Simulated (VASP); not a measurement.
The system is SiSe4.

```xyz
5
Lattice="4.6022 0.0000 0.0000 0.0000 4.6022 0.0000 0.0000 0.0000 7.2028" Properties=species:S:1:pos:R:3 pbc="T T T"
Si    0.0000    0.0000    0.0000
Se    2.3011    2.3011    2.3122
Se    2.3011    2.3011    4.8906
Se    0.0000    0.0000    2.1615
Se    0.0000    0.0000    5.0413
```

The cell was generated, and may not be a known phase.

- Program: VASP 6.6.1
- Task: relaxation of cell and atoms
- Functional: PBE
- Potentials or basis: VASP PAW PBE potentials, release 64 (Si, Se)
- Cutoff: 600 eV
- k mesh: 4 × 4 × 4
- Occupations: gaussian, width 0.1 eV
- Spin: no spin polarisation

At the start: pressure -1.0 GPa; volume 30.51 Å³/atom.

**Question.** How do energy, volume and symmetry change on relaxing?

**Answer.** Over 77 steps the energy falls by 267.0 meV/atom and the volume is 35.25 Å³/atom (+15.5 %); space group P4/mmm (No. 123, to 0.1 Å) before and after.

Step by step:
```csv
step,energy change (eV),largest force (eV/Å),pressure (GPa),volume (Å³)
1,0.0000,2.7508,-1.02,152.56
3,-0.5204,0.8016,3.66,148.45
5,-0.7210,1.1547,2.68,157.22
7,-0.7889,0.3572,0.24,162.06
9,-0.8015,0.2302,0.29,163.75
11,-0.9060,0.6204,-0.07,179.69
13,-0.9498,0.3052,0.27,185.83
15,-0.9554,0.3732,0.49,188.57
17,-0.9898,0.5215,-0.19,203.60
19,-0.9999,0.2527,0.30,211.78
21,-1.0068,0.2097,-0.18,212.71
23,-1.0128,0.2250,-0.25,212.96
25,-1.0547,0.4753,-0.54,213.70
27,-1.0840,0.9504,-0.56,213.59
29,-1.1017,0.8622,-0.47,213.17
31,-1.1595,0.6040,0.12,210.60
33,-1.1590,1.3394,1.59,205.02
35,-1.1885,1.1243,1.44,204.47
37,-0.9429,3.7095,3.52,196.97
39,-1.1357,2.2048,2.00,202.08
41,-1.1556,1.7359,1.12,201.99
43,-1.2216,0.8732,0.67,202.88
45,-1.2585,0.4345,0.01,204.07
47,-1.2648,0.1948,-0.34,204.15
49,-1.2698,0.1696,-0.22,202.35
51,-1.2810,0.1899,-0.05,196.24
53,-1.2762,0.4758,1.08,173.02
55,-1.2913,0.2436,0.35,184.36
57,-1.2937,0.0989,0.07,182.53
59,-1.2947,0.0809,0.06,182.49
61,-1.2987,0.1003,0.00,182.32
63,-1.3042,0.4641,-0.18,181.57
65,-1.3054,0.4649,-0.18,181.47
67,-1.3105,0.4702,-0.17,181.02
69,-1.3235,0.5256,0.00,179.08
71,-1.3264,0.5061,0.30,175.98
73,-1.3297,0.2291,0.03,175.82
75,-1.3343,0.0374,-0.18,176.46
77,-1.3348,0.0144,-0.08,176.25
```

Final structure:
```yaml
crystal:
  lattice:
    - [4.10183, 0.00000, 0.00000]
    - [0.00000, 4.10183, 0.00000]
    - [0.00000, 0.00000, 10.47578]
  atoms:
    - { symbol: Si, position: [0.00000, 0.00000, 0.00000] }
    - { symbol: Se, position: [0.50000, 0.50000, 0.39468] }
    - { symbol: Se, position: [0.50000, 0.50000, 0.60532] }
    - { symbol: Se, position: [0.00000, 0.00000, 0.20058] }
    - { symbol: Se, position: [0.00000, 0.00000, 0.79942] }
```

Caveat: the volume moved by over 15 % at a fixed basis, so the end points are rough.
